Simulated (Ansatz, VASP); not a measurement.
## Two plane-wave programs on ZrB

File INCAR:

```
SYSTEM = ZrB
PREC = Accurate ; ENCUT = 520
EDIFF = 1E-6 ; ISMEAR = 0
SIGMA = 0.15 ; LREAL = .False.
LASPH = .True. ; NELM = 60
ALGO = Normal ; ISIF = 2
LWAVE = .False. ; LCHARG = .False.
GGA = CA ; NBANDS = 14
```

Contents of KPOINTS:

```
Automatic mesh
0
Gamma
  18 18 18
  0 0 0
```

POSCAR

```
ZrB
1.0
    0.0000000000      2.4582169331      2.6118554914
    2.4582169331      0.0000000000      2.6118554914
    2.4582169331      2.4582169331      0.0000000000
Zr B
1 1
Direct
    0.0000000000      0.0000000000      0.0000000000
    0.5000000000      0.5000000000      0.5000000000
```

Input for Ansatz:

```yaml
crystal:
  lattice:
    - [0.0, 2.4582169331, 2.6118554914]
    - [2.4582169331, 0.0, 2.6118554914]
    - [2.4582169331, 2.4582169331, 0.0]
  atoms:
    - { symbol: Zr, position: [0.0, 0.0, 0.0] }
    - { symbol: B, position: [0.5, 0.5, 0.5] }
basis:
  ecutwfc: 520.0
kpoints:
  mp_grid: { grid: [18, 18, 18] }
hamiltonian:
  xc: lda
scf:
  occupations: { method: gaussian, width: 0.15 }
output:
  forces: true
  stress: true
  eigenvalues: true
```

Alike in both runs: task single point; functional LDA; k mesh 18 × 18 × 18; occupations gaussian, width 0.15 eV; no spin polarisation.

|  | VASP | Ansatz |
| --- | --- | --- |
| version | VASP 6.6.1 | Ansatz 0.2.0 |
| potentials or method | VASP PAW LDA potentials, release 64 (Zr_sv, B), cutoff 520 eV | scalar-relativistic, plane waves, PAW |
| valence electrons in the cell | 15 | 15 |

Ansatz gave:

```
gap on the k mesh at the Fermi level (eV)                     : none
pressure (GPa)                                                : -15.2
traceless stress, the component that is largest in VASP (GPa) : -8.19
```

Q: Estimate VASP's values.

A: gap on the k mesh at the Fermi level (eV): none; pressure (GPa): -14.9; traceless stress, the component that is largest in VASP (GPa): -8.25.

LDA's correlation is that of Perdew and Zunger in VASP and of Perdew and Wang (1992) in Ansatz. A gap of «none» marks a metal or a gap that the smearing closes.
